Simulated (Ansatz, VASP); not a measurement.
**Two plane-wave programs on PtSe2**

```
Pt Se
1.0
     3.72400    0.00000    0.00000
    -1.86200    3.22508    0.00000
     0.00000    0.00000    5.06200
Pt Se
1 2
Direct
  0.00000 0.00000 0.00000
  0.33333 0.66667 0.25000
  0.66667 0.33333 0.75000
```

Alike in both runs: task relaxation of cell and atoms; functional PBE; k mesh 6 × 6 × 4; occupations gaussian, width 0.1 eV; no spin polarisation.

|  | VASP | Ansatz |
| --- | --- | --- |
| version | VASP 6.6.1 | Ansatz 0.2.0 |
| potentials or method | VASP PAW PBE potentials, release 64 (Pt, Se), cutoff 600 eV | scalar-relativistic, plane waves, PAW |
| valence electrons in the cell | 22 | 50 |

Ansatz gave:

```
gap on the k mesh at the Fermi level, each at its own relaxed structure (eV) : 0.58
relaxed volume (Å³/atom)                                                     : 23.50
relaxed length of the cell vector where the two differ most in proportion (Å)              : 5.733
```

Question: Estimate VASP's values.

Answer: gap on the k mesh at the Fermi level, each at its own relaxed structure (eV): 0.91; relaxed volume (Å³/atom): 24.40; relaxed length of the cell vector where the two differ most in proportion (Å): 6.009.

One of these differences is far larger than is usual between the two programs; its cause wasn't traced. VASP's potentials hold 22 valence electrons a cell and Ansatz's 50, so a difference there can come from the potentials and not from the codes.

Neither program's run includes spin-orbit coupling. Noted on VASP's run: the volume moved by over 15 % at a fixed basis, so the end points are rough.
